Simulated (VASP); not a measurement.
Runs of VASP 6.6.1 on SiW. The structure is that of space group Pm-3m (No. 221), or close to it. The cells are those of the table. 

```tsv
task	cell	k mesh	cutoff (eV)	gap on the mesh (eV)	pressure (GPa)	relaxed volume (Å³/atom)
single point	a = 3.058 Å, 2 atoms	18 × 18 × 18	520	none	0.2	-
relaxation of cell and atoms	relaxed from a = 3.280 Å, 2 atoms	6 × 6 × 6	600	none	0.0	14.40
relaxation of cell and atoms	relaxed from a = 3.065 Å, 2 atoms	18 × 18 × 18	600	none	0.0	(a)
single point	a = 3.280 Å, 2 atoms	6 × 6 × 6	520	none	(b)	-
single point	a = 3.065 Å, 2 atoms	6 × 6 × 6	520	none	0.1	-
```

Alike in all rows: level PBE; potentials or basis VASP PAW PBE potentials, release 64 (Si, W_sv); no spin polarisation; smearing gaussian 0.1 eV.

Task: Estimate the missing entries.

Result: (a) 14.32; (b) -30.1.

Caveats: spin-orbit coupling is left out, which moves the levels of the heavy elements; the volume moved by over 15 % at a fixed basis, so the end points are rough (some runs).

A k mesh can miss the band edges, and the runs leave out spin-orbit coupling on W.

A gap of «none» marks levels without a gap at the run's occupations.
